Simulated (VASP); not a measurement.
# Au (Fd-3m) in VASP: further runs

The runs below take Au through single point, relaxation of cell and atoms, with LDA.

Program: VASP 6.6.1. These are calculated values, not measurements. Logs are shortened: lines on timing, memory, paths and dates and some standing lists are left out, and cuts for length are marked.

## 1. The cell of the first run

The structure is cubic, space group Fd-3m (No. 227). Conventional cell: a = 6.368 Å, b = 6.368 Å, c = 6.368 Å, α = 90.00°, β = 90.00°, γ = 90.00°. Au (site symmetry -43m) has 4 Au at 2.76 Å within 3.6 Å.

This isn't the form of Au at room conditions, which is fcc.

## 2. Single point, LDA

INCAR

```
PREC = Accurate ; ENCUT = 520
EDIFF = 1E-6 ; ISMEAR = -1
SIGMA = 0.05 ; LREAL = False
LASPH = True ; NELM = 80
ALGO = Normal ; ISIF = 2
LWAVE = False ; LCHARG = False
NBANDS = 18
```

KPOINTS

```
regular mesh
0
Gamma
  13 13 13
```

POSCAR

```
Au
1.0
    0.0000000000      3.1838123396      3.1838123396
    3.1838123396      0.0000000000      3.1838123396
    3.1838123396      3.1838123396      0.0000000000
Au
2
Direct
   -0.1250000000     -0.1250000000     -0.1250000000
    0.1250000000      0.1250000000      0.1250000000
```

Potentials or basis: VASP PAW LDA potentials, release 64 (Au).

Run with:

```bash
> cat potpaw_LDA.64/Au/POTCAR > POTCAR
> mpirun -np 1 vasp_std > vasp.out
```

OUTCAR:

```text
PREC = Accurate
   ENCUT = 520
   EDIFF = 1E-6
   ISMEAR = -1
   LREAL = False
   LASPH = True
   NELM = 80
   ISIF = 2

 ion  position               nearest neighbor table
   1  0.875  0.875  0.875-   2 2.76   2 2.76   2 2.76   2 2.76
   2  0.125  0.125  0.125-   1 2.76   1 2.76   1 2.76   1 2.76

  LATTYP: Found a face centered cubic cell.
 ALAT       =     6.3676246792

  Lattice vectors:

 A1 = (   0.0000000000,   3.1838123396,   3.1838123396)
 A2 = (   3.1838123396,   0.0000000000,   3.1838123396)
 A3 = (   3.1838123396,   3.1838123396,   0.0000000000)

Analysis of symmetry for initial positions (statically):
=====================================================================
 Subroutine PRICEL returns:
 Original cell was already a primitive cell.

 Routine SETGRP: Setting up the symmetry group for a
 face centered cubic supercell.

 Subroutine GETGRP returns: Found 48 space group operations
 (whereof 12 operations were pure point group operations)
 out of a pool of 48 trial point group operations.

The static configuration has the point symmetry D_3d.
 The point group associated with its full space group is O_h .

Analysis of symmetry for dynamics (positions and initial velocities):
=====================================================================
 Subroutine PRICEL returns:
 Original cell was already a primitive cell.

 Routine SETGRP: Setting up the symmetry group for a
 face centered cubic supercell.

 Subroutine GETGRP returns: Found 48 space group operations
 (whereof 12 operations were pure point group operations)
 out of a pool of 48 trial point group operations.

The dynamic configuration has the point symmetry D_3d.
 The point group associated with its full space group is O_h .

 Subroutine INISYM returns: Found 48 space group operations
 (whereof 12 operations are pure point group operations),
 and found     1 'primitive' translations

----------------------------------------------------------------------------------------

                                     Primitive cell

  volume of cell :      64.5465

  direct lattice vectors                    reciprocal lattice vectors
     0.000000000  3.183812340  3.183812340    -0.157044432  0.157044432  0.157044432
     3.183812340  0.000000000  3.183812340     0.157044432 -0.157044432  0.157044432
     3.183812340  3.183812340  0.000000000     0.157044432  0.157044432 -0.157044432

  length of vectors
     4.502590591  4.502590591  4.502590591     0.272008935  0.272008935  0.272008935

  position of ions in fractional coordinates (direct lattice)
     0.875000000  0.875000000  0.875000000
     0.125000000  0.125000000  0.125000000

  ion indices of the primitive-cell ions
   primitive index   ion index
                 1           1
                 2           2

----------------------------------------------------------------------------------------

 KPOINTS: regular mesh

Automatic generation of k-mesh.
 Grid dimensions read from file:
 generate k-points for:   13   13   13

 Generating k-lattice:

  Cartesian coordinates                     Fractional coordinates (reciprocal lattice)
    -0.012080341  0.012080341  0.012080341     0.076923077  0.000000000  0.000000000
     0.012080341 -0.012080341  0.012080341     0.000000000  0.076923077  0.000000000
     0.012080341  0.012080341 -0.012080341     0.000000000  0.000000000  0.076923077

  Length of vectors
     0.020923764  0.020923764  0.020923764

  Shift w.r.t. Gamma in fractional coordinates (k-lattice)
     0.000000000  0.000000000  0.000000000

 Subroutine IBZKPT returns following result:
 ===========================================

 Found     84 irreducible k-points:

 Following reciprocal coordinates:
            Coordinates               Weight
  0.000000  0.000000  0.000000      1.000000
  0.076923  0.000000  0.000000      8.000000
  0.153846  0.000000  0.000000      8.000000
  0.230769  0.000000  0.000000      8.000000
  0.307692  0.000000  0.000000      8.000000
  0.384615  0.000000  0.000000      8.000000
[... 16 lines left out ...]
  0.384615  0.153846  0.000000     24.000000
  0.461538  0.153846  0.000000     24.000000
 [... further k-points ...]
   k-points           NKPTS =     84   k-points in BZ     NKDIM =     84   number of bands    NBANDS=     18
   number of dos      NEDOS =    301   number of ions     NIONS =      2
   total plane-waves  NPLWV =  46656
   dimension x,y,z NGX =    36 NGY =   36 NGZ =   36
   dimension x,y,z NGXF=    72 NGYF=   72 NGZF=   72
   ions per type =               2
   NGX,Y,Z   is equivalent  to a cutoff of  13.29, 13.29, 13.29 a.u.
   NGXF,Y,Z  is equivalent  to a cutoff of  26.58, 26.58, 26.58 a.u.
 SYSTEM =  unknown system
   PREC   = accura    normal or accurate (medium, high low for compatibility)
   ISTART =      0    job   : 0-new  1-cont  2-samecut
   ICHARG =      2    charge: 1-file 2-atom 10-const
   ISPIN  =      1    spin polarized calculation?
   LNONCOLLINEAR =      F non collinear calculations
   LSORBIT =      F    spin-orbit coupling
   LASPH  =      T    aspherical Exc in radial PAW
   ENCUT  =  520.0 eV  38.22 Ry    6.18 a.u.   8.37  8.37  8.37*2*pi/ulx,y,z
   NELM   =     80;   NELMIN=  2; NELMDL= -5     # of ELM steps
   EDIFF  = 0.1E-05   stopping-criterion for ELM
   LREAL  =      F    real-space projection
   EDIFFG = 0.1E-04   stopping-criterion for IOM
   NSW    =      0    number of steps for IOM
   IBRION =     -1    ionic relax: 0-MD 1-quasi-New 2-CG
   NFREE  =      0    steps in history (QN), initial steepest desc. (CG)
   ISIF   =      2    stress and relaxation
   ISYM   =      2    0-nonsym 1-usesym 2-fastsym
   POTIM  = 0.5000    time-step for ionic-motion
   TEBEG  =    0.0;   TEEND  =   0.0 temperature during run
   PSTRESS=    0.0 pullay stress
   NELECT =      22.0000    total number of electrons
   NUPDOWN=      -1.0000    fix difference up-down
   EMIN   =  10.00;   EMAX   =-10.00  energy-range for DOS
   EFERMI =   0.00;   METHOD = LEGACY
   ISMEAR =    -1;   SIGMA  =   0.05  broadening in eV -4-tet -1-fermi 0-gaus
   EFERMI_NEDOS =   21; number of points for ismear=-14 and -15
   IALGO  =     38    algorithm
   IMIX   =      4    mixing-type and parameters
     AMIX     =   0.40;   BMIX     =  1.00
     AMIX_MAG =   1.60;   BMIX_MAG =  1.00
  volume/ion in A,a.u.               =      32.27       217.79
  Fermi-wavevector in a.u.,A,eV,Ry     =   1.143558  2.161012 17.792683  1.307725
  Thomas-Fermi vector in A             =   2.280253
   LORBIT       =      0    0 simple, 1 ext, 2 COOP (PROOUT), +10 PAW based schemes
   GGA     = CA    functional components
   LHFCALC =     F    Hartree Fock is set to
   AEXX    =    0.0000 exact exchange contribution
   IVDW    =     0    specifies the selected vdW correction
   LEPSILON=     F    determine dielectric tensor
   LRPA    =     F    only Hartree local field effects (RPA)
 non-spin polarized calculation
  energy-cutoff  :      520.00
  volume of cell :       64.55
 maximum number of plane-waves:      1807
 NGX is ok and might be reduce to    36
   NGX = 17   NGY = 17   NGZ = 17

 number of electron      21.9999998 magnetization

 Free energy of the ion-electron system (eV)
  ---------------------------------------------------
  ext. energy  EPLUGINS =         0.00000000
  ---------------------------------------------------
  free energy    TOTEN  =        -6.47771387 eV

  energy without entropy =       -6.47259659  energy(sigma->0) =       -6.47515523

 E-fermi :   1.5940     XC(G=0):  -9.2256

 val. band max:        1.5791226906   @ k =   0.4615   0.0000   0.0000
 cond. band min:       1.6422585244   @ k =  -0.3077   0.4615   0.1538
 fundamental gap:      0.0631358338
 Fermi energy:         1.5939965708

 k-point     1 :       0.0000    0.0000    0.0000
  band No.  band energies     occupation
      1      -3.7604      2.00000
      2      -2.0161      2.00000
      3      -2.0161      2.00000
      4      -2.0161      2.00000
      5      -1.9750      2.00000
      6      -1.9750      2.00000
[... 10 lines left out ...]
     17      11.4723      0.00000
     18      11.4723      0.00000

 k-point     2 :       0.0769    0.0000    0.0000
  band No.  band energies     occupation
      1      -3.6984      2.00000
      2      -2.0856      2.00000
      3      -2.0856      2.00000
      4      -2.0210      2.00000
      5      -1.8886      2.00000
      6      -1.8886      2.00000
[... 10 lines left out ...]
     17      11.8111      0.00000
     18      11.8111      0.00000

 k-point     3 :       0.1538    0.0000    0.0000
  band No.  band energies     occupation
      1      -3.5209      2.00000
      2      -2.1438      2.00000
      3      -2.1438      2.00000
      4      -2.0344      2.00000
      5      -1.7883      2.00000
      6      -1.7883      2.00000
[... 10 lines left out ...]
     17      12.3059      0.00000
     18      12.3059      0.00000

 k-point     4 :       0.2308    0.0000    0.0000
  band No.  band energies     occupation
      1      -3.2562      2.00000
      2      -2.1694      2.00000
      3      -2.1694      2.00000
      4      -2.0529      2.00000
      5      -1.7170      2.00000
      6      -1.7170      2.00000
[... 10 lines left out ...]
     17      12.5449      0.00000
     18      12.5469      0.00000

 k-point     5 :       0.3077    0.0000    0.0000
  band No.  band energies     occupation
      1      -2.9608      2.00000
      2      -2.1634      2.00000
      3      -2.1634      2.00000
      4      -2.0725      2.00000
      5      -1.6951      2.00000
      6      -1.6951      2.00000
[... 10 lines left out ...]
     17      12.5294      0.00000
     18      12.5294      0.00000

 k-point     6 :       0.3846    0.0000    0.0000
  band No.  band energies     occupation
      1      -2.7147      2.00000
      2      -2.1356      2.00000
      3      -2.1356      2.00000
      4      -2.0905      2.00000
      5      -1.7165      2.00000
      6      -1.7165      2.00000
[... 10 lines left out ...]
     17      12.4464      0.00000
     18      12.4464      0.00000

 k-point     7 :       0.4615    0.0000    0.0000
  band No.  band energies     occupation
      1      -2.5811      2.00000
      2      -2.1075      2.00000
      3      -2.1075      2.00000
      4      -2.1028      2.00000
      5      -1.7470      2.00000
      6      -1.7470      2.00000
[... 10 lines left out ...]
     17      12.3902      0.00000
     18      12.3902      0.00000

 k-point     8 :       0.0769    0.0769    0.0000
  band No.  band energies     occupation
      1      -3.6774      2.00000
      2      -2.1470      2.00000
      3      -2.0199      2.00000
      4      -2.0199      2.00000
      5      -1.9433      2.00000
      6      -1.8283      2.00000
[... 10 lines left out ...]
     17      12.3195      0.00000
     18      12.3808      0.00000
[... 229 lines left out ...]
     17      11.6729      0.00000
     18      12.5748      0.00000

 k-point    20 :       0.1538    0.1538    0.0000
  band No.  band energies     occupation
      1      -3.4357      2.00000
      2      -2.2715      2.00000
      3      -2.0313      2.00000
      4      -2.0313      2.00000
      5      -1.8498      2.00000
      6      -1.6561      2.00000
[... 10 lines left out ...]
     17      13.4763      0.00000
     18      13.6215      0.00000

 k-point    21 :       0.2308    0.1538    0.0000
  band No.  band energies     occupation
      1      -3.2310      2.00000
      2      -2.3127      2.00000
      3      -2.0500      2.00000
      4      -2.0466      2.00000
      5      -1.7734      2.00000
      6      -1.5691      2.00000
[... 10 lines left out ...]
     17      13.0638      0.00000
     18      14.0406      0.00000

 k-point    22 :       0.3077    0.1538    0.0000
  band No.  band energies     occupation
      1      -2.9616      2.00000
      2      -2.3245      2.00000
      3      -2.0751      2.00000
      4      -2.0666      2.00000
      5      -1.7060      2.00000
      6      -1.5053      2.00000
[... 10 lines left out ...]
     17      12.6054      0.00000
     18      14.0479      0.00000

 k-point    23 :       0.3846    0.1538    0.0000
  band No.  band energies     occupation
      1      -2.6945      2.00000
      2      -2.3121      2.00000
      3      -2.1025      2.00000
      4      -2.0799      2.00000
      5      -1.6605      2.00000
      6      -1.5024      2.00000
[... 10 lines left out ...]
     17      12.3103      0.00000
     18      13.8320      0.00000

 k-point    24 :       0.4615    0.1538    0.0000
  band No.  band energies     occupation
      1      -2.5045      2.00000
      2      -2.2926      2.00000
      3      -2.1042      2.00000
      4      -2.1027      2.00000
      5      -1.6189      2.00000
      6      -1.5574      2.00000
[... 10 lines left out ...]
     17      13.3040      0.00000
     18      13.5629      0.00000

 [... further k-points ...]

------------------------ aborting loop because EDIFF is reached ----------------------------------------

  FORCE on cell =-STRESS in cart. coord.  units (eV):
  Direction    XX          YY          ZZ          XY          YZ          ZX
  --------------------------------------------------------------------------------------
  -------------------------------------------------------------------------------------
  Total       -3.5896172     -3.5896172     -3.5896172     -0.0000000     -0.0000000      0.0000000
  in kB      -89.1017725    -89.1017725    -89.1017725     -0.0000000     -0.0000000      0.0000000
  external PRESSURE =     -89.1017725 kB  Pullay stress =       0.0000000 kB

 VOLUME and BASIS-vectors are now :
 -----------------------------------------------------------------------------
  energy-cutoff  :      520.00
  volume of cell :       64.55
      direct lattice vectors                 reciprocal lattice vectors
     0.000000000  3.183812340  3.183812340    -0.157044432  0.157044432  0.157044432
     3.183812340  0.000000000  3.183812340     0.157044432 -0.157044432  0.157044432
     3.183812340  3.183812340  0.000000000     0.157044432  0.157044432 -0.157044432

 POSITION                                       TOTAL-FORCE (eV/Angst)
 -----------------------------------------------------------------------------------
      5.57167      5.57167      5.57167        -0.000000     -0.000000     -0.000000
      0.79595      0.79595      0.79595         0.000000      0.000000      0.000000
 -----------------------------------------------------------------------------------
    total drift:                                0.000000      0.000000      0.000000

  FREE ENERGIE OF THE ION-ELECTRON SYSTEM (eV)
  ---------------------------------------------------
  free  energy   TOTEN  =        -6.4777138731 eV

  energy  without entropy=       -6.4725965893  energy(sigma->0) =       -6.47515523
```

Wall time 55 s (1 thread of AMD EPYC 9R45 (Zen 5), shared host); peak memory 0.19 GiB.

Results:

| Quantity | Value |
| --- | --- |
| Free energy | -6.4777 eV |
| Pressure | -8.9 GPa |
| Band gap on the k mesh | zero (bands 11 and 12 overlap by 0.45 eV) |

Levels at points of the mesh, in eV from the Fermi level:
| k point | band 8 | band 9 | band 10 | band 11 | band 12 | band 13 | band 14 | band 15 |
| --- | --- | --- | --- | --- | --- | --- | --- | --- |
| (0.00, 0.00, 0.00) | -2.06 | -2.06 | -1.25 | -1.25 | 7.58 | 8.78 | 8.78 | 8.78 |

Caveat: the cell stands under tension; spin-orbit coupling is left out, which moves the levels of the heavy elements.

## 3. Relaxation of cell and atoms, LDA

This run uses another cell than the first one, of 26.36 Å³/atom.

INCAR

```
  ALGO = Normal
  EDIFF = 1E-6
  EDIFFG = -0.005
  ENCUT = 600
  IBRION = 2
  ISIF = 3
  ISMEAR = -1
  LASPH = T
  LCHARG = F
  LREAL = F
  LWAVE = F
  NELM = 100
  NSW = 45
  PREC = Accurate
  SIGMA = 0.05
```

KPOINTS

```
k-points
0
Gamma
  13 13 13
```

POSCAR

```
Au
1.0
    0.0000000000      2.9759941187      2.9759941187
    2.9759941187      0.0000000000      2.9759941187
    2.9759941187      2.9759941187      0.0000000000
Au
2
Direct
   -0.1250000000     -0.1250000000     -0.1250000000
    0.1250000000      0.1250000000      0.1250000000
```

Potentials or basis: VASP PAW LDA potentials, release 64 (Au).

Run with:

```bash
> cat potpaw_LDA.64/Au/POTCAR > POTCAR
> mpirun -np 1 vasp_std > vasp.out
```

Run time: 1.7 min. Hardware: 1 thread of AMD EPYC 9R45 (Zen 5), shared host; peak memory 0.19 GiB.

Results (log left out):

- Free energy: -6.8798 eV
- Relaxed volume: 26.46 Å³/atom
- Relaxed cell: a = 4.214 Å, b = 4.214 Å, c = 4.214 Å, α = 60.00°, β = 60.00°, γ = 60.00°
- Space group after relaxing (to 0.1 Å): Fd-3m (No. 227)
- Energy gained by relaxing: 0.1 meV/atom
- Ionic steps: 3
- Pressure after relaxing: 0.0 GPa
- Band gap on the k mesh: zero (bands 11 and 12 overlap by 0.58 eV)

Step by step:
| step | energy change (eV) | largest force (eV/Å) | pressure (GPa) | volume (Å³) |
| --- | --- | --- | --- | --- |
| 1 | 0.0000 | 0.0000 | 0.34 | 52.71 |
| 2 | 0.0000 | 0.0000 | -0.31 | 53.14 |
| 3 | -0.0002 | 0.0000 | 0.01 | 52.93 |

Final structure:
```xyz
2
Lattice="0.0000 2.9800 2.9800 2.9800 0.0000 2.9800 2.9800 2.9800 0.0000" Properties=species:S:1:pos:R:3 pbc="T T T"
Au    5.2151    5.2151    5.2151
Au    0.7450    0.7450    0.7450
```

Levels at points of the mesh, in eV from the Fermi level:
| k point | band 7 | band 8 | band 9 | band 10 | band 11 | band 12 | band 13 | band 14 | band 15 |
| --- | --- | --- | --- | --- | --- | --- | --- | --- | --- |
| (0.00, 0.00, 0.00) | -2.43 | -2.43 | -2.43 | -1.21 | -1.21 | 9.23 | 10.03 | 10.14 | 10.14 |

Caveat: spin-orbit coupling is left out, which moves the levels of the heavy elements.

The gap in the log of VASP goes by the Fermi energy; the results here count the filled bands.